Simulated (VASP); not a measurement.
# WC (Cmmm) in VASP: notebook

The runs below take WC through single point, with revPBE, BLYP, PBE, r2SCAN.

Program: VASP 6.6.1. These are calculated values, not measurements. Logs are shortened: lines on timing, memory, paths and dates and some standing lists are left out, and cuts for length are marked.

## (1) The cell of the first run

Symmetry: Cmmm, No. 65, orthorhombic system. Conventional cell: a = 2.944 Å, b = 5.389 Å, c = 3.023 Å, α = 90.00°, β = 90.00°, γ = 90.00°. W (site symmetry mmm) has 4 C at 2.11 Å within 2.8 Å. C (site symmetry mmm) has 4 W at 2.11 Å within 2.8 Å.

## (2) Single point, revPBE

INCAR reads:

```
  PREC = Accurate
  ENCUT = 520
  EDIFF = 1E-6
  ISMEAR = -1
  SIGMA = 0.05
  LREAL = F
  LASPH = T
  NELM = 60
  ALGO = Normal
  ISIF = 2
  LWAVE = F
  LCHARG = T
  GGA = RE
  LELF = T
  LVHAR = T
  NBANDS = 16
```

KPOINTS reads:

```
Automatic mesh
0
Gamma
  10 10 6
```

POSCAR reads:

```
WC
1.0
    1.4721892493     -2.6943185256      0.0000000000
    1.4721892493      2.6943185256      0.0000000000
    0.0000000000      0.0000000000      3.0231058909
W C
1 1
Direct
    0.5000000000      0.5000000000      0.5000000000
    0.0000000000      0.0000000000      0.0000000000
```

Potentials or basis: VASP PAW PBE potentials, release 64 (W_sv, C).

On the command line:

```sh
cat potpaw_PBE.64/W_sv/POTCAR potpaw_PBE.64/C/POTCAR > POTCAR
mpirun -np 1 vasp_std > vasp.out
```

OUTCAR:

```text
PREC = Accurate
   ENCUT = 520
   EDIFF = 1E-6
   ISMEAR = -1
   LREAL = F
   LASPH = T
   NELM = 60
   ISIF = 2
   GGA = RE

 ion  position               nearest neighbor table
   1  0.500  0.500  0.500-   2 2.11   2 2.11   2 2.11   2 2.11
   2  0.000  0.000  0.000-   1 2.11   1 2.11   1 2.11   1 2.11

  LATTYP: Found a base centered orthorhombic cell.
 ALAT       =     2.9443784986
 B/A-ratio  =     1.8301441387
 C/A-ratio  =     1.0267382038

  Lattice vectors:

 A1 = (   1.4721892493,  -2.6943185256,   0.0000000000)
 A2 = (   1.4721892493,   2.6943185256,   0.0000000000)
 A3 = (   0.0000000000,   0.0000000000,   3.0231058909)

Analysis of symmetry for initial positions (statically):
=====================================================================
 Subroutine PRICEL returns:
 Original cell was already a primitive cell.

 Routine SETGRP: Setting up the symmetry group for a
 base centered orthorhombic supercell.

 Subroutine GETGRP returns: Found  8 space group operations
 (whereof  8 operations were pure point group operations)
 out of a pool of  8 trial point group operations.

The static configuration has the point symmetry D_2h.

Analysis of symmetry for dynamics (positions and initial velocities):
=====================================================================
 Subroutine PRICEL returns:
 Original cell was already a primitive cell.

 Routine SETGRP: Setting up the symmetry group for a
 base centered orthorhombic supercell.

 Subroutine GETGRP returns: Found  8 space group operations
 (whereof  8 operations were pure point group operations)
 out of a pool of  8 trial point group operations.

The dynamic configuration has the point symmetry D_2h.

 Subroutine INISYM returns: Found  8 space group operations
 (whereof  8 operations are pure point group operations),
 and found     1 'primitive' translations

----------------------------------------------------------------------------------------

                                     Primitive cell

  volume of cell :      23.9826

  direct lattice vectors                    reciprocal lattice vectors
     1.472189249 -2.694318526  0.000000000     0.339630248 -0.185575683  0.000000000
     1.472189249  2.694318526  0.000000000     0.339630248  0.185575683  0.000000000
     0.000000000  0.000000000  3.023105891     0.000000000  0.000000000  0.330785634

  length of vectors
     3.070292088  3.070292088  3.023105891     0.387023306  0.387023306  0.330785634

  position of ions in fractional coordinates (direct lattice)
     0.500000000  0.500000000  0.500000000
     0.000000000  0.000000000  0.000000000

  ion indices of the primitive-cell ions
   primitive index   ion index
                 1           1
                 2           2

----------------------------------------------------------------------------------------

 KPOINTS: Automatic mesh

Automatic generation of k-mesh.
 Grid dimensions read from file:
 generate k-points for:   10   10    6

 Generating k-lattice:

  Cartesian coordinates                     Fractional coordinates (reciprocal lattice)
     0.033963025 -0.018557568  0.000000000     0.100000000 -0.000000000  0.000000000
     0.033963025  0.018557568  0.000000000    -0.000000000  0.100000000  0.000000000
     0.000000000  0.000000000  0.055130939     0.000000000  0.000000000  0.166666667

  Length of vectors
     0.038702331  0.038702331  0.055130939

  Shift w.r.t. Gamma in fractional coordinates (k-lattice)
     0.000000000  0.000000000  0.000000000

 Subroutine IBZKPT returns following result:
 ===========================================

 Found    124 irreducible k-points:

 Following reciprocal coordinates:
            Coordinates               Weight
  0.000000  0.000000  0.000000      1.000000
  0.100000  0.000000  0.000000      4.000000
  0.200000  0.000000  0.000000      4.000000
  0.300000 -0.000000  0.000000      4.000000
  0.400000  0.000000  0.000000      4.000000
  0.500000  0.000000  0.000000      2.000000
[... 16 lines left out ...]
  0.300000  0.300000  0.000000      2.000000
  0.400000  0.300000  0.000000      4.000000
 [... further k-points ...]
   k-points           NKPTS =    124   k-points in BZ     NKDIM =    124   number of bands    NBANDS=     16
   number of dos      NEDOS =    301   number of ions     NIONS =      2
   total plane-waves  NPLWV =  13824
   dimension x,y,z NGX =    24 NGY =   24 NGZ =   24
   dimension x,y,z NGXF=    48 NGYF=   48 NGZF=   48
   ions per type =               1   1
   NGX,Y,Z   is equivalent  to a cutoff of  13.00, 13.00, 13.20 a.u.
   NGXF,Y,Z  is equivalent  to a cutoff of  25.99, 25.99, 26.40 a.u.
 SYSTEM =  unknown system
   PREC   = accura    normal or accurate (medium, high low for compatibility)
   ISTART =      0    job   : 0-new  1-cont  2-samecut
   ICHARG =      2    charge: 1-file 2-atom 10-const
   ISPIN  =      1    spin polarized calculation?
   LNONCOLLINEAR =      F non collinear calculations
   LSORBIT =      F    spin-orbit coupling
   LASPH  =      T    aspherical Exc in radial PAW
   ENCUT  =  520.0 eV  38.22 Ry    6.18 a.u.   5.71  5.71  5.62*2*pi/ulx,y,z
   NELM   =     60;   NELMIN=  2; NELMDL= -5     # of ELM steps
   EDIFF  = 0.1E-05   stopping-criterion for ELM
   LREAL  =      F    real-space projection
   EDIFFG = 0.1E-04   stopping-criterion for IOM
   NSW    =      0    number of steps for IOM
   IBRION =     -1    ionic relax: 0-MD 1-quasi-New 2-CG
   NFREE  =      0    steps in history (QN), initial steepest desc. (CG)
   ISIF   =      2    stress and relaxation
   ISYM   =      2    0-nonsym 1-usesym 2-fastsym
   POTIM  = 0.5000    time-step for ionic-motion
   TEBEG  =    0.0;   TEEND  =   0.0 temperature during run
   PSTRESS=    0.0 pullay stress
   NELECT =      18.0000    total number of electrons
   NUPDOWN=      -1.0000    fix difference up-down
   EMIN   =  10.00;   EMAX   =-10.00  energy-range for DOS
   EFERMI =   0.00;   METHOD = LEGACY
   ISMEAR =    -1;   SIGMA  =   0.05  broadening in eV -4-tet -1-fermi 0-gaus
   EFERMI_NEDOS =   21; number of points for ismear=-14 and -15
   IALGO  =     38    algorithm
   IMIX   =      4    mixing-type and parameters
     AMIX     =   0.40;   BMIX     =  1.00
     AMIX_MAG =   1.60;   BMIX_MAG =  1.00
  volume/ion in A,a.u.               =      11.99        80.92
  Fermi-wavevector in a.u.,A,eV,Ry     =   1.487763  2.811464 30.115653  2.213438
  Thomas-Fermi vector in A             =   2.600883
   LORBIT       =      0    0 simple, 1 ext, 2 COOP (PROOUT), +10 PAW based schemes
   GGA     = RE    functional components
   LHFCALC =     F    Hartree Fock is set to
   AEXX    =    0.0000 exact exchange contribution
   IVDW    =     0    specifies the selected vdW correction
   LEPSILON=     F    determine dielectric tensor
   LRPA    =     F    only Hartree local field effects (RPA)
 non-spin polarized calculation
  energy-cutoff  :      520.00
  volume of cell :       23.98
 maximum number of plane-waves:       660
   NGX = 11   NGY = 11   NGZ = 11

 number of electron      17.9999999 magnetization

 Free energy of the ion-electron system (eV)
  ---------------------------------------------------
  ext. energy  EPLUGINS =         0.00000000
  ---------------------------------------------------
  free energy    TOTEN  =       -19.83897917 eV

  energy without entropy =      -19.82858013  energy(sigma->0) =      -19.83377965

 E-fermi :   9.7956     XC(G=0): -12.8818

 val. band max:        9.7706595749   @ k =  -0.3000   0.3000   0.1667
 cond. band min:       9.8091289647   @ k =   0.1000   0.1000   0.0000
 fundamental gap:      0.0384693898
 Fermi energy:         9.7956377933

 k-point     1 :       0.0000    0.0000    0.0000
  band No.  band energies     occupation
      1     -64.7765      2.00000
      2     -28.9231      2.00000
      3     -28.8046      2.00000
      4     -28.6740      2.00000
      5      -4.5118      2.00000
      6       5.2846      2.00000
[... 8 lines left out ...]
     15      24.0115      0.00000
     16      25.6003      0.00000

 k-point     2 :       0.1000    0.0000    0.0000
  band No.  band energies     occupation
      1     -64.7729      2.00000
      2     -28.9143      2.00000
      3     -28.8614      2.00000
      4     -28.6893      2.00000
      5      -4.2572      2.00000
      6       5.3562      2.00000
[... 8 lines left out ...]
     15      23.2683      0.00000
     16      25.7301      0.00000

 k-point     3 :       0.2000    0.0000    0.0000
  band No.  band energies     occupation
      1     -64.7634      2.00000
      2     -29.0125      2.00000
      3     -28.8910      2.00000
      4     -28.7244      2.00000
      5      -3.5326      2.00000
      6       5.2753      2.00000
[... 8 lines left out ...]
     15      21.5768      0.00000
     16      25.7314      0.00000

 k-point     4 :       0.3000   -0.0000    0.0000
  band No.  band energies     occupation
      1     -64.7516      2.00000
      2     -29.1970      2.00000
      3     -28.8620      2.00000
      4     -28.7646      2.00000
      5      -2.4402      2.00000
      6       4.2027      2.00000
[... 8 lines left out ...]
     15      21.3428      0.00000
     16      25.1065      0.00000
[... 324 lines left out ...]
 k-point    22 :      -0.2000    0.2000    0.0000
  band No.  band energies     occupation
      1     -64.7676      2.00000
      2     -28.9058      2.00000
      3     -28.8358      2.00000
      4     -28.8282      2.00000
      5      -3.9765      2.00000
      6       5.6016      2.00000
[... 8 lines left out ...]
     15      22.0154      0.00000
     16      26.5717      0.00000

 k-point    23 :       0.3000    0.3000    0.0000
  band No.  band energies     occupation
      1     -64.7368      2.00000
      2     -29.3315      2.00000
      3     -28.9163      2.00000
      4     -28.8282      2.00000
      5      -0.3738      2.00000
      6       2.4110      2.00000
[... 8 lines left out ...]
     15      21.5921      0.00000
     16      22.8623      0.00000

 k-point    24 :       0.4000    0.3000    0.0000
  band No.  band energies     occupation
      1     -64.7399      2.00000
      2     -29.2211      2.00000
      3     -28.9783      2.00000
      4     -28.8390      2.00000
      5      -1.2383      2.00000
      6       3.5467      2.00000
[... 8 lines left out ...]
     15      21.9688      0.00000
     16      23.6574      0.00000

 [... further k-points ...]

------------------------ aborting loop because EDIFF is reached ----------------------------------------

  FORCE on cell =-STRESS in cart. coord.  units (eV):
  Direction    XX          YY          ZZ          XY          YZ          ZX
  --------------------------------------------------------------------------------------
  -------------------------------------------------------------------------------------
  Total        0.1063921      0.0210730      0.1111487     -0.0000000      0.0000000      0.0000000
  in kB        7.1076157      1.4077984      7.4253856     -0.0000000      0.0000000      0.0000000
  external PRESSURE =       5.3135999 kB  Pullay stress =       0.0000000 kB

 VOLUME and BASIS-vectors are now :
 -----------------------------------------------------------------------------
  energy-cutoff  :      520.00
  volume of cell :       23.98
      direct lattice vectors                 reciprocal lattice vectors
     1.472189249 -2.694318526  0.000000000     0.339630248 -0.185575683  0.000000000
     1.472189249  2.694318526  0.000000000     0.339630248  0.185575683  0.000000000
     0.000000000  0.000000000  3.023105891     0.000000000  0.000000000  0.330785634

 POSITION                                       TOTAL-FORCE (eV/Angst)
 -----------------------------------------------------------------------------------
      1.47219      0.00000      1.51155         0.000000      0.000000      0.000000
      0.00000      0.00000      0.00000         0.000000      0.000000      0.000000
 -----------------------------------------------------------------------------------
    total drift:                                0.000000     -0.000000     -0.000000

  FREE ENERGIE OF THE ION-ELECTRON SYSTEM (eV)
  ---------------------------------------------------
  free  energy   TOTEN  =       -19.8389791695 eV

  energy  without entropy=      -19.8285801269  energy(sigma->0) =      -19.83377965
```

It took 12 s on 1 thread of Intel Xeon 6975P-C (Granite Rapids), shared host; peak memory 0.17 GiB.

Results:

```yaml
Free_energy: -19.8390 eV
Pressure: 0.5 GPa
Band_gap_on_the_k_mesh: zero (bands 9 and 10 overlap by 3.07 eV)
```

Caveat: the PAW data sets were made with another functional, which shifts forces and pressure a little; spin-orbit coupling is left out, which moves the levels of the heavy elements.

## (3) Single point, BLYP

This run uses another cell than the first one, of 12.81 Å³/atom.

INCAR reads:

```
SYSTEM = WC
PREC = Accurate
ENCUT = 520
EDIFF = 1E-6
ISMEAR = -1
SIGMA = 0.05
LREAL = .False.
LASPH = .True.
NELM = 80
ALGO = Normal
ISIF = 2
LWAVE = .False.
LCHARG = .True.
GGA = B5
ALDAX = 1.0
AGGAX = 1.0
AGGAC = 1.0
ALDAC = 0.0
LELF = .True.
LVHAR = .True.
NBANDS = 16
```

KPOINTS reads:

```
regular mesh
0
Gamma
  10 10 6
  0 0 0
```

POSCAR reads:

```
WC
1.0
    1.4664812418     -2.8732873076      0.0000000000
    1.4664812418      2.8732873076      0.0000000000
    0.0000000000      0.0000000000      3.0408536205
W C
1 1
Direct
    0.5000000000      0.5000000000      0.5000000000
    0.0000000000      0.0000000000      0.0000000000
```

Potentials or basis: VASP PAW PBE potentials, release 64 (W_sv, C).

On the command line:

```sh
cat potpaw_PBE.64/W_sv/POTCAR potpaw_PBE.64/C/POTCAR > POTCAR
mpirun -np 1 vasp_std > vasp.out
```

Wall time 16 s (1 thread of Intel Xeon 6975P-C (Granite Rapids), shared host); peak memory 0.17 GiB.

It converged, with:

```
Free energy            : -18.4912 eV
Pressure               : 1.5 GPa
Band gap on the k mesh : zero (bands 9 and 10 overlap by 2.94 eV)
```

Stress tensor (GPa, compression positive):
```
2.18 0.00 0.00
0.00 0.34 0.00
0.00 0.00 2.09
```

Levels at points of the mesh, in eV from the Fermi level:
```tsv
k point	band 7	band 8	band 9	band 10	band 11	band 12
(0.00, 0.00, 0.00)	-2.86	-0.82	-0.18	0.01	0.14	1.30
(0.50, 0.00, 0.00)	-5.68	-5.35	1.32	1.75	3.65	4.45
(0.50, 0.50, 0.00)	-3.73	-0.42	-0.35	-0.25	1.02	2.35
(0.00, 0.00, 0.50)	-4.80	-2.50	-2.13	0.31	2.42	4.02
(0.50, 0.00, 0.50)	-3.12	-2.73	-1.35	-0.37	2.31	3.70
(0.50, 0.50, 0.50)	-6.43	-5.21	2.15	2.41	2.61	4.37
```

Caveat: the PAW data sets were made with another functional, which shifts forces and pressure a little; spin-orbit coupling is left out, which moves the levels of the heavy elements.

## (4) Single point, BLYP

This run uses another cell than the first one, of 14.97 Å³/atom.

INCAR reads:

```
SYSTEM = WC
PREC = Accurate
ENCUT = 520
EDIFF = 1E-6
ISMEAR = -1
SIGMA = 0.05
LREAL = .False.
LASPH = .True.
NELM = 60
ALGO = Normal
ISIF = 2
LWAVE = .False.
LCHARG = .False.
GGA = B5
ALDAX = 1.0
AGGAX = 1.0
AGGAC = 1.0
ALDAC = 0.0
NBANDS = 16
```

KPOINTS is that of step 3.

POSCAR reads:

```
WC
1.0
    1.6403461100     -2.1180379000      0.0000000000
    1.6403461100      2.1180379000      0.0000000000
    0.0000000000      0.0000000000      4.3094211000
W C
1 1
Direct
    0.5000000000      0.5000000000      0.5000000000
    0.0000000000      0.0000000000      0.0000000000
```

Potentials or basis: VASP PAW PBE potentials, release 64 (W_sv, C).

On the command line:

```sh
cat potpaw_PBE.64/W_sv/POTCAR potpaw_PBE.64/C/POTCAR > POTCAR
mpirun -np 1 vasp_std > vasp.out
```

OUTCAR:

```text
SYSTEM = WC
   PREC = Accurate
   ENCUT = 520
   EDIFF = 1E-6
   ISMEAR = -1
   LREAL = .False.
   LASPH = .True.
   NELM = 60
   ISIF = 2
   GGA = B5

 ion  position               nearest neighbor table
   1  0.500  0.500  0.500-   2 2.71   2 2.71   2 2.71   2 2.71
   2  0.000  0.000  0.000-   1 2.71   1 2.71   1 2.71   1 2.71

  LATTYP: Found a base centered orthorhombic cell.
 ALAT       =     3.2806922200
 B/A-ratio  =     1.2912140231
 C/A-ratio  =     1.3135706769

[... 642 lines left out ...]
 [... further k-points ...]

------------------------ aborting loop because EDIFF is reached ----------------------------------------

  FORCE on cell =-STRESS in cart. coord.  units (eV):
  Direction    XX          YY          ZZ          XY          YZ          ZX
  --------------------------------------------------------------------------------------
  -------------------------------------------------------------------------------------
  Total       -4.9464588      1.0734005     -9.5866203      0.0000000      0.0000000      0.0000000
  in kB     -264.6590966     57.4320399   -512.9298309      0.0000000      0.0000000      0.0000000
  external PRESSURE =    -240.0522959 kB  Pullay stress =       0.0000000 kB

 VOLUME and BASIS-vectors are now :
 -----------------------------------------------------------------------------
  energy-cutoff  :      520.00
  volume of cell :       29.94
      direct lattice vectors                 reciprocal lattice vectors
     1.640346110 -2.118037900  0.000000000     0.304813720 -0.236067542  0.000000000
     1.640346110  2.118037900  0.000000000     0.304813720  0.236067542  0.000000000
     0.000000000  0.000000000  4.309421100     0.000000000  0.000000000  0.232049729

 POSITION                                       TOTAL-FORCE (eV/Angst)
 -----------------------------------------------------------------------------------
      1.64035      0.00000      2.15471        -0.000000      0.000000      0.000000
      0.00000      0.00000      0.00000         0.000000     -0.000000      0.000000
 -----------------------------------------------------------------------------------
    total drift:                                0.000000      0.000000      0.000000

  FREE ENERGIE OF THE ION-ELECTRON SYSTEM (eV)
  ---------------------------------------------------
  free  energy   TOTEN  =       -14.8177340845 eV

  energy  without entropy=      -14.8025747142  energy(sigma->0) =      -14.81015440
```

OSZICAR:

```text
N       E                     dE             d eps       ncg     rms          rms(c)
DAV:   1     0.133150795582E+03    0.13315E+03   -0.10874E+04  4000   0.121E+03
DAV:   2    -0.131811438913E+02   -0.14633E+03   -0.14144E+03  4928   0.326E+02
DAV:   3    -0.167038538205E+02   -0.35227E+01   -0.34929E+01  4368   0.504E+01
DAV:   4    -0.167310459601E+02   -0.27192E-01   -0.27189E-01  5056   0.500E+00
DAV:   5    -0.167313785496E+02   -0.33259E-03   -0.33259E-03  4392   0.508E-01    0.158E+01
DAV:   6    -0.169225273221E+02   -0.19115E+00   -0.20644E+01  4936   0.243E+01    0.818E+00
DAV:   7    -0.148765132415E+02    0.20460E+01   -0.65683E+00  4752   0.117E+01    0.403E+00
DAV:   8    -0.148237215145E+02    0.52792E-01   -0.34053E-01  4472   0.451E+00    0.590E-01
DAV:   9    -0.148177220898E+02    0.59994E-02   -0.27220E-02  4568   0.822E-01    0.249E-01
DAV:  10    -0.148178100476E+02   -0.87958E-04   -0.27942E-03  4160   0.413E-01    0.816E-02
DAV:  11    -0.148177315159E+02    0.78532E-04   -0.30364E-04  4616   0.931E-02    0.330E-02
DAV:  12    -0.148177343867E+02   -0.28707E-05   -0.35967E-05  4280   0.505E-02    0.683E-03
DAV:  13    -0.148177340845E+02    0.30216E-06   -0.92983E-07  3264   0.811E-03
   1 F= -.14817734E+02 E0= -.14810154E+02  d E =-.151594E-01
```

stdout:

```text
POSCAR found type information on POSCAR W C
 POSCAR found :  2 types and       2 ions
 scaLAPACK will be used
 -----------------------------------------------------------------------------
|                                                                             |
|                                                                             |
|     You enforced a specific xc type in the INCAR file but a different       |
|     I HOPE YOU KNOW WHAT YOU ARE DOING!                                     |
|                                                                             |
 -----------------------------------------------------------------------------

 LDA part: xc-table for (Slater(with rela. corr.)+VWN5), standard interpolation
 POSCAR, INCAR and KPOINTS ok, starting setup
 FFT: planning ... GRIDC
 FFT: planning ... GRID_SOFT
 FFT: planning ... GRID
 WAVECAR not read
 entering main loop
```

Wall time 20 s (1 thread of Intel Xeon 6975P-C (Granite Rapids), shared host); peak memory 0.18 GiB.

What came out:

| Item | Value |
| --- | --- |
| Free energy | -14.8177 eV |
| Pressure | -24.0 GPa |
| Band gap on the k mesh | zero (bands 9 and 10 overlap by 3.97 eV) |

Stress tensor (GPa, compression positive):
```
-26.47   0.00   0.00
  0.00   5.74   0.00
  0.00   0.00 -51.29
```

Caveat: the stress differs along the axes, from -51 to 6 GPa; the PAW data sets were made with another functional, which shifts forces and pressure a little; spin-orbit coupling is left out, which moves the levels of the heavy elements.

(Part 1 of 2 ends here.)

The gap in the log of VASP goes by the Fermi energy; the results here count the filled bands.